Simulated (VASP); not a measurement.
# Pt in VASP: further runs

Pt is run at these levels: PBE; tasks: relaxation of the atoms.

Everything below comes from runs of VASP 6.6.1. Logs are shortened: lines on timing, memory, paths and dates and some standing lists are left out, and cuts for length are marked.

### 1 The cell of the first run

The cell holds a slab with vacuum, 3 atoms: a = 2.808 Å, b = 2.808 Å, c = 20.585 Å, α = 90.00°, β = 90.00°, γ = 120.00°.

### 2 Relaxation of the atoms, PBE

Input file INCAR:

```
SYSTEM = Pt
ALGO = Normal
DIPOL = 0.5 0.5 0.500
EDIFF = 1E-7
EDIFFG = -0.01
ENCUT = 520
GGA = PE
IBRION = 2
IDIPOL = 3
ISIF = 2
ISMEAR = -1
LASPH = .True.
LCHARG = .False.
LDIPOL = .True.
LREAL = .False.
LWAVE = .False.
NELM = 60
NSW = 60
PREC = Accurate
SIGMA = 0.08
```

Input file KPOINTS:

```
k-points
0
Gamma
  13 13 1
  0 0 0
```

Input file POSCAR:

```
Pt
1.0
    2.8080030018      0.0000000000      0.0000000000
   -1.4040015009      2.4318019335      0.0000000000
    0.0000000000      0.0000000000     20.5854000000
Pt
3
Direct
    0.1666666665      0.3333333335      0.3886237407
    0.5000000005      0.9999999995      0.4999999997
    0.8333333335      0.6666666665      0.6113762593
```

Potentials or basis: VASP PAW PBE potentials, release 64 (Pt).

Started as:

```
$ cat potpaw_PBE.64/Pt/POTCAR > POTCAR
$ mpirun -np 1 vasp_std > vasp.out
```

OUTCAR:

```text
SYSTEM = Pt
   EDIFF = 1E-7
   EDIFFG = -0.01
   ENCUT = 520
   GGA = PE
   IBRION = 2
   ISIF = 2
   ISMEAR = -1
   LASPH = .True.
   LREAL = .False.
   NELM = 60
   NSW = 60
   PREC = Accurate

 ion  position               nearest neighbor table
   1  0.167  0.333  0.389-   2 2.81   2 2.81   2 2.81
   2  0.500  1.000  0.500-   1 2.81   1 2.81   1 2.81   3 2.81   3 2.81   3 2.81
   3  0.833  0.667  0.611-   2 2.81   2 2.81   2 2.81

  LATTYP: Found a hexagonal cell.
 ALAT       =     2.8080030018
 C/A-ratio  =     7.3309750690

  Lattice vectors:

 A1 = (   2.8080030018,   0.0000000000,   0.0000000000)
 A2 = (  -1.4040015009,   2.4318019335,   0.0000000000)
 A3 = (   0.0000000000,   0.0000000000,  20.5854000000)

Analysis of symmetry for initial positions (statically):
=====================================================================
 Subroutine PRICEL returns:
 Original cell was already a primitive cell.

 Routine SETGRP: Setting up the symmetry group for a
 hexagonal supercell.

 Subroutine GETGRP returns: Found 12 space group operations
 (whereof  4 operations were pure point group operations)
 out of a pool of 24 trial point group operations.

The static configuration has the point symmetry C_2h.
 The point group associated with its full space group is D_3d.

Analysis of symmetry for dynamics (positions and initial velocities):
=====================================================================
 Subroutine PRICEL returns:
 Original cell was already a primitive cell.

 Routine SETGRP: Setting up the symmetry group for a
 hexagonal supercell.

 Subroutine GETGRP returns: Found 12 space group operations
 (whereof  4 operations were pure point group operations)
 out of a pool of 24 trial point group operations.

The dynamic configuration has the point symmetry C_2h.
 The point group associated with its full space group is D_3d.

 Subroutine INISYM returns: Found 12 space group operations
 (whereof  4 operations are pure point group operations),
 and found     1 'primitive' translations

----------------------------------------------------------------------------------------

                                     Primitive cell

  volume of cell :     140.5676

  direct lattice vectors                    reciprocal lattice vectors
     2.808003002  0.000000000  0.000000000     0.356124975  0.205608850  0.000000000
    -1.404001501  2.431801934  0.000000000     0.000000000  0.411217701  0.000000000
     0.000000000  0.000000000 20.585400000     0.000000000  0.000000000  0.048578118

  length of vectors
     2.808003002  2.808003002 20.585400000     0.411217701  0.411217701  0.048578118

  position of ions in fractional coordinates (direct lattice)
     0.166666666  0.333333334  0.388623741
     0.500000001  0.999999999  0.500000000
     0.833333334  0.666666666  0.611376259

  ion indices of the primitive-cell ions
   primitive index   ion index
                 1           1
                 2           2
                 3           3

----------------------------------------------------------------------------------------

 KPOINTS: k-points

Automatic generation of k-mesh.
 Grid dimensions read from file:
 generate k-points for:   13   13    1

 Generating k-lattice:

  Cartesian coordinates                     Fractional coordinates (reciprocal lattice)
     0.027394229  0.015816065  0.000000000     0.076923077 -0.000000000  0.000000000
     0.000000000  0.031632131  0.000000000     0.000000000  0.076923077  0.000000000
     0.000000000  0.000000000  0.048578118     0.000000000  0.000000000  1.000000000

  Length of vectors
     0.031632131  0.031632131  0.048578118

  Shift w.r.t. Gamma in fractional coordinates (k-lattice)
     0.000000000  0.000000000  0.000000000

 Subroutine IBZKPT returns following result:
 ===========================================

 Found     21 irreducible k-points:

 Following reciprocal coordinates:
            Coordinates               Weight
  0.000000  0.000000  0.000000      1.000000
  0.076923 -0.000000  0.000000      6.000000
  0.153846 -0.000000  0.000000      6.000000
  0.230769  0.000000  0.000000      6.000000
  0.307692 -0.000000  0.000000      6.000000
  0.384615 -0.000000  0.000000      6.000000
[... 13 lines left out ...]
  0.384615  0.230769  0.000000      6.000000
  0.307692  0.307692  0.000000      6.000000
   k-points           NKPTS =     21   k-points in BZ     NKDIM =     21   number of bands    NBANDS=     19
   number of dos      NEDOS =    301   number of ions     NIONS =      3
   total plane-waves  NPLWV =  92160
   dimension x,y,z NGX =    24 NGY =   24 NGZ =  160
   dimension x,y,z NGXF=    48 NGYF=   48 NGZF=  320
   ions per type =               3
   NGX,Y,Z   is equivalent  to a cutoff of  14.21, 14.21, 12.92 a.u.
   NGXF,Y,Z  is equivalent  to a cutoff of  28.42, 28.42, 25.84 a.u.
 SYSTEM =  Pt
   PREC   = accura    normal or accurate (medium, high low for compatibility)
   ISTART =      0    job   : 0-new  1-cont  2-samecut
   ICHARG =      2    charge: 1-file 2-atom 10-const
   ISPIN  =      1    spin polarized calculation?
   LNONCOLLINEAR =      F non collinear calculations
   LSORBIT =      F    spin-orbit coupling
   LASPH  =      T    aspherical Exc in radial PAW
   ENCUT  =  520.0 eV  38.22 Ry    6.18 a.u.   5.22  5.22 38.28*2*pi/ulx,y,z
   NELM   =     60;   NELMIN=  2; NELMDL= -5     # of ELM steps
   EDIFF  = 0.1E-06   stopping-criterion for ELM
   LREAL  =      F    real-space projection
   EDIFFG = -.1E-01   stopping-criterion for IOM
   NSW    =     60    number of steps for IOM
   IBRION =      2    ionic relax: 0-MD 1-quasi-New 2-CG
   NFREE  =      1    steps in history (QN), initial steepest desc. (CG)
   ISIF   =      2    stress and relaxation
   ISYM   =      2    0-nonsym 1-usesym 2-fastsym
   POTIM  = 0.5000    time-step for ionic-motion
   TEBEG  =    0.0;   TEEND  =   0.0 temperature during run
   PSTRESS=    0.0 pullay stress
   NELECT =      30.0000    total number of electrons
   NUPDOWN=      -1.0000    fix difference up-down
   EMIN   =  10.00;   EMAX   =-10.00  energy-range for DOS
   EFERMI =   0.00;   METHOD = LEGACY
   ISMEAR =    -1;   SIGMA  =   0.08  broadening in eV -4-tet -1-fermi 0-gaus
   EFERMI_NEDOS =   21; number of points for ismear=-14 and -15
   IALGO  =     38    algorithm
   IMIX   =      4    mixing-type and parameters
     AMIX     =   0.40;   BMIX     =  1.00
     AMIX_MAG =   1.60;   BMIX_MAG =  1.00
  volume/ion in A,a.u.               =      46.86       316.20
  Fermi-wavevector in a.u.,A,eV,Ry     =   0.978333  1.848782 13.022630  0.957136
  Thomas-Fermi vector in A             =   2.109101
   LORBIT       =      0    0 simple, 1 ext, 2 COOP (PROOUT), +10 PAW based schemes
   GGA     = PE    functional components
   LHFCALC =     F    Hartree Fock is set to
   AEXX    =    0.0000 exact exchange contribution
   IVDW    =     0    specifies the selected vdW correction
   LEPSILON=     F    determine dielectric tensor
   LRPA    =     F    only Hartree local field effects (RPA)
 conjugate gradient relaxation of ions
 non-spin polarized calculation
  energy-cutoff  :      520.00
  volume of cell :      140.57
 maximum number of plane-waves:      3813
 NGX is ok and might be reduce to    24
   NGX = 11   NGY = 11   NGZ = 77

 dipolmoment           0.000000      0.000000     -0.000000 electrons x Angstroem

--------------------------------------- Ionic step        1  -------------------------------------------

 number of electron      29.9999998 magnetization

 Free energy of the ion-electron system (eV)
  ---------------------------------------------------
  ext. energy  EPLUGINS =         0.00000000
  ---------------------------------------------------
  free energy    TOTEN  =       -17.05361857 eV

  energy without entropy =      -16.92004530  energy(sigma->0) =      -16.98683194

------------------------ aborting loop because EDIFF is reached ----------------------------------------

  FORCE on cell =-STRESS in cart. coord.  units (eV):
  Direction    XX          YY          ZZ          XY          YZ          ZX
  --------------------------------------------------------------------------------------
  -------------------------------------------------------------------------------------
  Total       -4.4282033     -4.4282033      0.3137687      0.0000000     -0.0000000      0.0000000
  in kB      -50.4722959    -50.4722959      3.5763102      0.0000000     -0.0000000      0.0000000
  external PRESSURE =     -32.4560939 kB  Pullay stress =       0.0000000 kB

 VOLUME and BASIS-vectors are now :
 -----------------------------------------------------------------------------
  energy-cutoff  :      520.00
  volume of cell :      140.57
      direct lattice vectors                 reciprocal lattice vectors
     2.808003002  0.000000000  0.000000000     0.356124975  0.205608850  0.000000000
    -1.404001501  2.431801934  0.000000000     0.000000000  0.411217701  0.000000000
     0.000000000  0.000000000 20.585400000     0.000000000  0.000000000  0.048578118
[... 38 lines left out ...]
 POSITION                                       TOTAL-FORCE (eV/Angst)
 -----------------------------------------------------------------------------------
     -0.00000      0.81060      7.99627        -0.000000     -0.000000     -0.055410
      0.00000      2.43180     10.29270         0.000000      0.000000     -0.000000
      1.40400      1.62120     12.58913         0.000000      0.000000      0.055410
 -----------------------------------------------------------------------------------
    total drift:                               -0.000000      0.000000      0.000006

  FREE ENERGIE OF THE ION-ELECTRON SYSTEM (eV)
  ---------------------------------------------------
  free  energy   TOTEN  =       -17.0541052128 eV

  energy  without entropy=      -16.9208019421  energy(sigma->0) =      -16.98745358

--------------------------------------- Ionic step        3  -------------------------------------------

 number of electron      29.9999997 magnetization

 dipolmoment           0.000000      0.000000      0.000000 electrons x Angstroem

 Free energy of the ion-electron system (eV)
  ---------------------------------------------------
  ext. energy  EPLUGINS =         0.00000000
  ---------------------------------------------------
  free energy    TOTEN  =       -17.05464854 eV

  energy without entropy =      -16.92208299  energy(sigma->0) =      -16.98836577

 E-fermi :  -0.3570     XC(G=0):  -5.3000

 val. band max:       -0.3591730835   @ k =   0.3846   0.2308   0.0000
 cond. band min:      -0.3555589613   @ k =   0.1538  -0.0000   0.0000
 fundamental gap:      0.0036141221
 Fermi energy:        -0.3570120714

 k-point     1 :       0.0000    0.0000    0.0000
  band No.  band energies     occupation
      1      -9.1722      2.00000
      2      -7.4731      2.00000
      3      -6.9633      2.00000
      4      -3.7874      2.00000
      5      -3.6660      2.00000
      6      -3.6660      2.00000
[... 11 lines left out ...]
     18      -0.3761      1.11881
     19       0.5532      0.00002
[... 419 lines left out ...]
 k-point    21 :       0.3077    0.3077    0.0000
  band No.  band energies     occupation
      1      -5.2807      2.00000
      2      -5.2617      2.00000
      3      -4.8808      2.00000
      4      -4.7452      2.00000
      5      -4.3694      2.00000
      6      -3.7928      2.00000
[... 11 lines left out ...]
     18       5.0684      0.00000
     19       5.9313      0.00000

------------------------ aborting loop because EDIFF is reached ----------------------------------------

 vacuum level on the upper side and lower side of the slab       (xc-potential included)        -0.012        -0.012

  FORCE on cell =-STRESS in cart. coord.  units (eV):
  Direction    XX          YY          ZZ          XY          YZ          ZX
  --------------------------------------------------------------------------------------
  -------------------------------------------------------------------------------------
  Total       -4.6651418     -4.6651418     -0.0271194      0.0000000      0.0000000      0.0000000
  in kB      -53.1729009    -53.1729009     -0.3091047      0.0000000      0.0000000      0.0000000
  external PRESSURE =     -35.5516355 kB  Pullay stress =       0.0000000 kB

 VOLUME and BASIS-vectors are now :
 -----------------------------------------------------------------------------
  energy-cutoff  :      520.00
  volume of cell :      140.57
      direct lattice vectors                 reciprocal lattice vectors
     2.808003002  0.000000000  0.000000000     0.356124975  0.205608850  0.000000000
    -1.404001501  2.431801934  0.000000000     0.000000000  0.411217701  0.000000000
     0.000000000  0.000000000 20.585400000     0.000000000  0.000000000  0.048578118

 POSITION                                       TOTAL-FORCE (eV/Angst)
 -----------------------------------------------------------------------------------
     -0.00000      0.81060      7.98668        -0.000000      0.000000     -0.002236
      0.00000      2.43180     10.29270        -0.000000      0.000000      0.000000
      1.40400      1.62120     12.59872         0.000000     -0.000000      0.002236
 -----------------------------------------------------------------------------------
    total drift:                               -0.000000      0.000000      0.000006

  FREE ENERGIE OF THE ION-ELECTRON SYSTEM (eV)
  ---------------------------------------------------
  free  energy   TOTEN  =       -17.0546485416 eV

  energy  without entropy=      -16.9220829950  energy(sigma->0) =      -16.98836577

 reached required accuracy - stopping structural energy minimisation

 vacuum level on the upper side and lower side of the slab         5.382         5.382
```

Wall time 1.9 min (1 thread of Oxide Virtual Turin-like, shared host); peak memory 0.27 GiB.

Results:

```yaml
Free_energy: -17.0546 eV
Energy_gained_by_relaxing: 0.3 meV/atom
Ionic_steps: 3
Band_gap_on_the_k_mesh: zero (bands 15 and 16 overlap by 1.19 eV)
```

Forces on the atoms (eV/Å):
```
Pt   0.000  0.000 -0.002
Pt   0.000  0.000  0.000
Pt   0.000  0.000  0.002
```

The path:
| step | energy change (eV) | largest force (eV/Å) | pressure (GPa) |
| --- | --- | --- | --- |
| 1 | 0.0000 | 0.0768 | -3.25 |
| 2 | -0.0005 | 0.0554 | -3.33 |
| 3 | -0.0010 | 0.0022 | -3.56 |

Final structure:
```
Pt
1.0
     2.80800    0.00000    0.00000
    -1.40400    2.43180    0.00000
     0.00000    0.00000   20.58540
Pt
3
Direct
  0.16667 0.33333 0.38798
  0.50000 0.00000 0.50000
  0.83333 0.66667 0.61202
```

Levels at points of the mesh, in eV from the Fermi level:
```tsv
k point	band 12	band 13	band 14	band 15	band 16	band 17	band 18	band 19
(0.00, 0.00, 0.00)	-1.32	-1.32	-0.68	-0.68	-0.66	-0.02	-0.02	0.91
```

Caveat: spin-orbit coupling is left out, which moves the levels of the heavy elements.

### 3 Relaxation of the atoms, PBE

Input file INCAR:

```
  PREC = Accurate
  ENCUT = 520
  EDIFF = 1E-6
  ISMEAR = -1
  SIGMA = 0.08
  LREAL = False
  LASPH = True
  NELM = 60
  ALGO = Normal
  ISIF = 2
  LWAVE = False
  LCHARG = False
  LDIPOL = True
  IDIPOL = 3
  DIPOL = 0.5 0.5 0.500
  GGA = PE
  IBRION = 2
  NSW = 32
  EDIFFG = -0.01
```

Input file KPOINTS:

```
regular mesh
0
Gamma
  13 13 1
```

Input file POSCAR:

```
Pt
1.0
    2.8080030018      0.0000000000      0.0000000000
   -1.4040015009      2.4318019335      0.0000000000
    0.0000000000      0.0000000000     20.5854000000
Pt
3
Direct
    0.1666666667      0.3333333333      0.3877767870
    0.5000000000      1.0000000000      0.5000000007
    0.8333333333      0.6666666667      0.6122232120
```

Potentials or basis: VASP PAW PBE potentials, release 64 (Pt).

Started as:

```
$ cat potpaw_PBE.64/Pt/POTCAR > POTCAR
$ mpirun -np 1 vasp_std > vasp.out
```

Wall time 2.1 min (1 thread of Oxide Virtual Turin-like, shared host); peak memory 0.27 GiB.

The run converged. Its results:

| Quantity | Value |
| --- | --- |
| Free energy | -17.0546 eV |
| Energy gained by relaxing | 0.0 meV/atom |
| Ionic steps | 3 |
| Band gap on the k mesh | zero (bands 15 and 16 overlap by 1.19 eV) |

Final structure:
```
Pt
1.0
     2.80800    0.00000    0.00000
    -1.40400    2.43180    0.00000
     0.00000    0.00000   20.58540
Pt
3
Direct
  0.16667 0.33333 0.38797
  0.50000 0.00000 0.50000
  0.83333 0.66667 0.61203
```

Levels at points of the mesh, in eV from the Fermi level:
```csv
k point,band 12,band 13,band 14,band 15,band 16,band 17,band 18,band 19
"(0.00, 0.00, 0.00)",-1.32,-1.32,-0.68,-0.68,-0.66,-0.02,-0.02,0.91
```

Caveat: spin-orbit coupling is left out, which moves the levels of the heavy elements.
